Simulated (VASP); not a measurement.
# Sc (Fm-3m) in VASP: single point with LDA

Aim: the single point of Sc with LDA.

Everything below comes from runs of VASP 6.6.1. Logs are shortened: lines on timing, memory, paths and dates and some standing lists are left out, and cuts for length are marked.

## (1) The cell of the first run

Symmetry: Fm-3m, No. 225, cubic system. The conventional cell has a = 4.520 Å, b = 4.520 Å, c = 4.520 Å, α = 90.00°, β = 90.00°, γ = 90.00°. Within 4.2 Å of Sc (site symmetry m-3m) lie 12 Sc at 3.20 Å.

This isn't the form of Sc at room conditions, which is hcp.

## (2) Single point, LDA, collinear spin

INCAR reads:

```
PREC = Accurate
ENCUT = 520
EDIFF = 1E-7
ISMEAR = -1
SIGMA = 0.03
LREAL = False
LASPH = True
NELM = 150
ALGO = Normal
ISIF = 2
LWAVE = False
LCHARG = True
ISPIN = 2
MAGMOM = 1.2
LORBIT = 11
NUPDOWN = 1.2
LMAXMIX = 4
LELF = True
LVHAR = True
NBANDS = 16
```

KPOINTS reads:

```
Automatic mesh
0
Gamma
  13 13 13
```

POSCAR reads:

```
Sc
1.0
    0.0000000000      2.2600000000      2.2600000000
    2.2600000000      0.0000000000      2.2600000000
    2.2600000000      2.2600000000      0.0000000000
Sc
1
Direct
    0.0000000000      0.0000000000      0.0000000000
```

Potentials or basis: VASP PAW LDA potentials, release 64 (Sc_sv).

The run is started by

```
$ cat potpaw_LDA.64/Sc_sv/POTCAR > POTCAR
$ mpirun -np 1 vasp_std > vasp.out
```

OUTCAR:

```text
PREC = Accurate
   ENCUT = 520
   EDIFF = 1E-7
   ISMEAR = -1
   LREAL = False
   LASPH = True
   NELM = 150
   ISIF = 2
   ISPIN = 2
   LORBIT = 11
   NUPDOWN = 1.2

 ion  position               nearest neighbor table
   1  0.000  0.000  0.000-

  LATTYP: Found a face centered cubic cell.
 ALAT       =     4.5200000000

  Lattice vectors:

 A1 = (   0.0000000000,   2.2600000000,   2.2600000000)
 A2 = (   2.2600000000,   0.0000000000,   2.2600000000)
 A3 = (   2.2600000000,   2.2600000000,   0.0000000000)

Analysis of symmetry for initial positions (statically):
=====================================================================
 Subroutine PRICEL returns:
 Original cell was already a primitive cell.

 Routine SETGRP: Setting up the symmetry group for a
 face centered cubic supercell.

 Subroutine GETGRP returns: Found 48 space group operations
 (whereof 48 operations were pure point group operations)
 out of a pool of 48 trial point group operations.

The static configuration has the point symmetry O_h .

Analysis of symmetry for dynamics (positions and initial velocities):
=====================================================================
 Subroutine PRICEL returns:
 Original cell was already a primitive cell.

 Routine SETGRP: Setting up the symmetry group for a
 face centered cubic supercell.

 Subroutine GETGRP returns: Found 48 space group operations
 (whereof 48 operations were pure point group operations)
 out of a pool of 48 trial point group operations.

The dynamic configuration has the point symmetry O_h .

Analysis of structural, dynamic, and magnetic symmetry:
=====================================================================
 Subroutine PRICEL returns:
 Original cell was already a primitive cell.

 Routine SETGRP: Setting up the symmetry group for a
 face centered cubic supercell.

 Subroutine GETGRP returns: Found 48 space group operations
 (whereof 48 operations were pure point group operations)
 out of a pool of 48 trial point group operations.

The overall configuration has the point symmetry O_h .

 Subroutine INISYM returns: Found 48 space group operations
 (whereof 48 operations are pure point group operations),
 and found     1 'primitive' translations

----------------------------------------------------------------------------------------

                                     Primitive cell

  volume of cell :      23.0864

  direct lattice vectors                    reciprocal lattice vectors
     0.000000000  2.260000000  2.260000000    -0.221238938  0.221238938  0.221238938
     2.260000000  0.000000000  2.260000000     0.221238938 -0.221238938  0.221238938
     2.260000000  2.260000000  0.000000000     0.221238938  0.221238938 -0.221238938

  length of vectors
     3.196122651  3.196122651  3.196122651     0.383197081  0.383197081  0.383197081

  position of ions in fractional coordinates (direct lattice)
     0.000000000  0.000000000  0.000000000

  ion indices of the primitive-cell ions
   primitive index   ion index
                 1           1

----------------------------------------------------------------------------------------

 KPOINTS: Automatic mesh

Automatic generation of k-mesh.
 Grid dimensions read from file:
 generate k-points for:   13   13   13

 Generating k-lattice:

  Cartesian coordinates                     Fractional coordinates (reciprocal lattice)
    -0.017018380  0.017018380  0.017018380     0.076923077  0.000000000  0.000000000
     0.017018380 -0.017018380  0.017018380     0.000000000  0.076923077  0.000000000
     0.017018380  0.017018380 -0.017018380     0.000000000  0.000000000  0.076923077

  Length of vectors
     0.029476699  0.029476699  0.029476699

  Shift w.r.t. Gamma in fractional coordinates (k-lattice)
     0.000000000  0.000000000  0.000000000

 Subroutine IBZKPT returns following result:
 ===========================================

 Found     84 irreducible k-points:

 Following reciprocal coordinates:
            Coordinates               Weight
  0.000000  0.000000  0.000000      1.000000
  0.076923  0.000000  0.000000      8.000000
  0.153846  0.000000  0.000000      8.000000
  0.230769  0.000000  0.000000      8.000000
  0.307692  0.000000  0.000000      8.000000
  0.384615  0.000000  0.000000      8.000000
[... 16 lines left out ...]
  0.384615  0.153846  0.000000     24.000000
  0.461538  0.153846  0.000000     24.000000
 [... further k-points ...]
   k-points           NKPTS =     84   k-points in BZ     NKDIM =     84   number of bands    NBANDS=     16
   number of dos      NEDOS =    301   number of ions     NIONS =      1
   total plane-waves  NPLWV =  13824
   dimension x,y,z NGX =    24 NGY =   24 NGZ =   24
   dimension x,y,z NGXF=    48 NGYF=   48 NGZF=   48
   ions per type =               1
   NGX,Y,Z   is equivalent  to a cutoff of  12.48, 12.48, 12.48 a.u.
   NGXF,Y,Z  is equivalent  to a cutoff of  24.97, 24.97, 24.97 a.u.
 SYSTEM =  unknown system
   PREC   = accura    normal or accurate (medium, high low for compatibility)
   ISTART =      0    job   : 0-new  1-cont  2-samecut
   ICHARG =      2    charge: 1-file 2-atom 10-const
   ISPIN  =      2    spin polarized calculation?
   LNONCOLLINEAR =      F non collinear calculations
   LSORBIT =      F    spin-orbit coupling
   LASPH  =      T    aspherical Exc in radial PAW
   ENCUT  =  520.0 eV  38.22 Ry    6.18 a.u.   5.94  5.94  5.94*2*pi/ulx,y,z
   NELM   =    150;   NELMIN=  2; NELMDL= -5     # of ELM steps
   EDIFF  = 0.1E-06   stopping-criterion for ELM
   LREAL  =      F    real-space projection
   EDIFFG = 0.1E-05   stopping-criterion for IOM
   NSW    =      0    number of steps for IOM
   IBRION =     -1    ionic relax: 0-MD 1-quasi-New 2-CG
   NFREE  =      0    steps in history (QN), initial steepest desc. (CG)
   ISIF   =      2    stress and relaxation
   ISYM   =      2    0-nonsym 1-usesym 2-fastsym
   POTIM  = 0.5000    time-step for ionic-motion
   TEBEG  =    0.0;   TEEND  =   0.0 temperature during run
   PSTRESS=    0.0 pullay stress
   NELECT =      11.0000    total number of electrons
   NUPDOWN=       1.2000    fix difference up-down
   EMIN   =  10.00;   EMAX   =-10.00  energy-range for DOS
   EFERMI =   0.00;   METHOD = LEGACY
   ISMEAR =    -1;   SIGMA  =   0.03  broadening in eV -4-tet -1-fermi 0-gaus
   EFERMI_NEDOS =   21; number of points for ismear=-14 and -15
   IALGO  =     38    algorithm
   IMIX   =      4    mixing-type and parameters
     AMIX     =   0.40;   BMIX     =  1.00
     AMIX_MAG =   1.60;   BMIX_MAG =  1.00
  volume/ion in A,a.u.               =      23.09       155.79
  Fermi-wavevector in a.u.,A,eV,Ry     =   1.278657  2.416311 22.245021  1.634963
  Thomas-Fermi vector in A             =   2.411187
   LORBIT       =     11    0 simple, 1 ext, 2 COOP (PROOUT), +10 PAW based schemes
   GGA     = CA    functional components
   LHFCALC =     F    Hartree Fock is set to
   AEXX    =    0.0000 exact exchange contribution
   IVDW    =     0    specifies the selected vdW correction
   LEPSILON=     F    determine dielectric tensor
   LRPA    =     F    only Hartree local field effects (RPA)
 spin polarized calculation
  energy-cutoff  :      520.00
  volume of cell :       23.09
 maximum number of plane-waves:       632
   NGX = 11   NGY = 11   NGZ = 11

 number of electron      11.0000000 magnetization       1.2000000

 Free energy of the ion-electron system (eV)
  ---------------------------------------------------
  ext. energy  EPLUGINS =         0.00000000
  ---------------------------------------------------
  free energy    TOTEN  =        -6.49328705 eV

  energy without entropy =       -6.48910891  energy(sigma->0) =       -6.49119798

 E-fermi :   3.5537     XC(G=0): -10.3775

 val. band max:        4.2532788036   @ k =  -0.3077   0.4615   0.1538
 cond. band min:       3.6017244019   @ k =  -0.3846   0.3077   0.1538
 fundamental gap:     -0.6515544017
 Fermi energy:         4.2621686778

 spin component 1

 k-point     1 :       0.0000    0.0000    0.0000
  band No.  band energies     occupation
      1     -44.9505      1.00000
      2     -23.6637      1.00000
      3     -23.6637      1.00000
      4     -23.6637      1.00000
      5      -1.7317      1.00000
      6       5.2242      0.00000
[... 8 lines left out ...]
     15      23.1324      0.00000
     16      24.4861      0.00000

 k-point     2 :       0.0769    0.0000    0.0000
  band No.  band energies     occupation
      1     -44.9457      1.00000
      2     -23.6946      1.00000
      3     -23.6676      1.00000
      4     -23.6676      1.00000
      5      -1.5716      1.00000
      6       5.1017      0.00000
[... 8 lines left out ...]
     15      23.5014      0.00000
     16      24.4094      0.00000
[... 387 lines left out ...]
      5       1.1435      1.00000
      6       3.7485      1.00000
[... 8 lines left out ...]
     15      24.1680      0.00000
     16      24.3350      0.00000

 k-point    24 :       0.4615    0.1538    0.0000
  band No.  band energies     occupation
      1     -44.8638      1.00000
      2     -24.1166      1.00000
      3     -23.7877      1.00000
      4     -23.7574      1.00000
      5       1.8389      1.00000
      6       3.6043      1.00000
[... 8 lines left out ...]
     15      24.0828      0.00000
     16      24.2279      0.00000

 [... further k-points ...]

 spin component 2

 k-point     1 :       0.0000    0.0000    0.0000
  band No.  band energies     occupation
      1     -44.4366      1.00000
      2     -23.1414      1.00000
      3     -23.1414      1.00000
      4     -23.1414      1.00000
      5      -0.8844      1.00000
      6       5.9208      0.00000
[... 8 lines left out ...]
     15      23.9210      0.00000
     16      25.2716      0.00000

 k-point     2 :       0.0769    0.0000    0.0000
  band No.  band energies     occupation
      1     -44.4319      1.00000
      2     -23.1714      1.00000
      3     -23.1452      1.00000
      4     -23.1452      1.00000
      5      -0.7248      1.00000
      6       5.8063      0.00000
[... 8 lines left out ...]
     15      24.2973      0.00000
     16      25.2025      0.00000
[... 387 lines left out ...]
      5       1.9705      1.00000
      6       4.5151      0.00000
[... 8 lines left out ...]
     15      24.9253      0.00000
     16      25.1616      0.00000

 k-point    24 :       0.4615    0.1538    0.0000
  band No.  band energies     occupation
      1     -44.3519      1.00000
      2     -23.5817      1.00000
      3     -23.2618      1.00000
      4     -23.2326      1.00000
      5       2.6613      1.00000
      6       4.3594      0.00000
[... 8 lines left out ...]
     15      24.8588      0.00000
     16      25.0173      0.00000

 [... further k-points ...]

------------------------ aborting loop because EDIFF is reached ----------------------------------------

  FORCE on cell =-STRESS in cart. coord.  units (eV):
  Direction    XX          YY          ZZ          XY          YZ          ZX
  --------------------------------------------------------------------------------------
  -------------------------------------------------------------------------------------
  Total        0.1945515      0.1945515      0.1945515      0.0000000      0.0000000      0.0000000
  in kB       13.5017447     13.5017447     13.5017447      0.0000000      0.0000000      0.0000000
  external PRESSURE =      13.5017447 kB  Pullay stress =       0.0000000 kB

 VOLUME and BASIS-vectors are now :
 -----------------------------------------------------------------------------
  energy-cutoff  :      520.00
  volume of cell :       23.09
      direct lattice vectors                 reciprocal lattice vectors
     0.000000000  2.260000000  2.260000000    -0.221238938  0.221238938  0.221238938
     2.260000000  0.000000000  2.260000000     0.221238938 -0.221238938  0.221238938
     2.260000000  2.260000000  0.000000000     0.221238938  0.221238938 -0.221238938

 POSITION                                       TOTAL-FORCE (eV/Angst)
 -----------------------------------------------------------------------------------
      0.00000      0.00000      0.00000         0.000000      0.000000      0.000000
 -----------------------------------------------------------------------------------
    total drift:                               -0.000000      0.000000      0.000000

  FREE ENERGIE OF THE ION-ELECTRON SYSTEM (eV)
  ---------------------------------------------------
  free  energy   TOTEN  =        -6.4932870521 eV

  energy  without entropy=       -6.4891089113  energy(sigma->0) =       -6.49119798

 total charge

# of ion       s       p       d       tot
------------------------------------------
    1        2.289   6.114   1.086   9.489

 magnetization (x)

# of ion       s       p       d       tot
------------------------------------------
    1        0.011   0.087   0.639   0.736
```

Run time: 16 s. Hardware: 1 thread of Intel Xeon 6975P-C (Granite Rapids), shared host; peak memory 0.16 GiB.

Results:

```yaml
Free_energy: -6.4933 eV
Pressure: 1.4 GPa
Net_moment: 1.20 μB per cell
Site_moments: Sc +0.74 μB
Valence_electrons_inside_the_program's_atomic_spheres: Sc 9.49
```

Caveat: the total moment is fixed, so each spin has its own Fermi level.
